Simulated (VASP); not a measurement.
Runs of VASP 6.6.1 on Y. The structure is that of space group Im-3m (No. 229), or close to it. The cells are those of the table. 

```tsv
cell	gap on the mesh (eV)	pressure (GPa)
a = 2.683 Å, angles 109.5°, 1 atom	none	(a)
a = 3.304 Å, angles 109.5°, 1 atom	none	8.5
a = 3.502 Å, angles 109.5°, 1 atom	none	-0.1
a = 3.406 Å, angles 109.5°, 1 atom	none	3.5
```

Alike in all rows: task single point; level PBE; potentials or basis VASP PAW PBE potentials, release 64 (Y_sv); no spin polarisation; k mesh 13 × 13 × 13; cutoff (eV) 520; smearing fermi-dirac 0.08 eV.

Q: Estimate the missing entries.

A: (a) 99.3.

A k mesh can miss the band edges, and the runs leave out spin-orbit coupling on Y.

A gap of «none» marks levels without a gap at the run's occupations.
